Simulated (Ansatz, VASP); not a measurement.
Two plane-wave programs on Pt

File INCAR:

```
SYSTEM = Pt
ALGO     = Normal         ! electronic algorithm
EDIFF    = 1E-6           ! SCF threshold, eV
ENCUT    = 520            ! plane-wave cutoff, eV
GGA      = PE             ! functional
ISIF     = 2              ! what is computed and relaxed
ISMEAR   = -1             ! smearing method
LASPH    = .TRUE.         ! aspherical terms in the spheres
LCHARG   = .FALSE.        ! write CHGCAR
LREAL    = .FALSE.        ! projectors in reciprocal space
LWAVE    = .FALSE.        ! write WAVECAR
NBANDS   = 11             ! bands
NELM     = 60             ! most SCF steps
PREC     = Accurate       ! precision mode
SIGMA    = 0.1            ! smearing width, eV
```

Contents of KPOINTS:

```
k-points
0
G
  7 7 7
  0 0 0
```

Contents of POSCAR:

```
Pt
1.0
    0.0000000000      1.9857786488      1.9857786488
    1.9857786488      0.0000000000      1.9857786488
    1.9857786488      1.9857786488      0.0000000000
Pt
1
Direct
    0.0000000000      0.0000000000      0.0000000000
```

Input for Ansatz:

```yaml
crystal:
  lattice:
    - [0.0, 1.9857786488, 1.9857786488]
    - [1.9857786488, 0.0, 1.9857786488]
    - [1.9857786488, 1.9857786488, 0.0]
  atoms:
    - { symbol: Pt, position: [0.0, 0.0, 0.0] }
hamiltonian:
  xc: pbe
  pseudopotentials:
    kind: paw
    azcp:
      Pt: "pseudopotentials/Pt.paw.azcp"
basis:
  ecutwfc: 420
  fft_grid_basis: typed
kpoints:
  mp_grid: { grid: [7, 7, 7], shift: [0, 0, 0] }
magnetization:
  spin_polarized: false
scf:
  occupations: { method: fermi_dirac, width: 0.1 }
  lower_state_search: "off"
output:
  stress: true
```

Alike in both runs: task single point; functional PBE; k mesh 7 × 7 × 7; occupations fermi-dirac, width 0.1 eV; no spin polarisation.

```csv
,VASP,Ansatz
version,VASP 6.6.1,Ansatz 0.2.0
potentials or method,"VASP PAW PBE potentials, release 64 (Pt), cutoff 520 eV","plane waves (420 eV) with PAW, scalar-relativistic"
valence electrons in the cell,10,18
```

Ansatz gave:

| Property | Result |
| --- | --- |
| pressure (GPa) | 1.3 |

Question: Which values does VASP return?

Answer: Pressure (GPa): 0.9.

VASP's potentials hold 10 valence electrons a cell and Ansatz's 18, so a difference there can come from the potentials and not from the codes.

The k mesh is coarse, so the values compare programs but aren't converged. Spin-orbit coupling is off throughout.
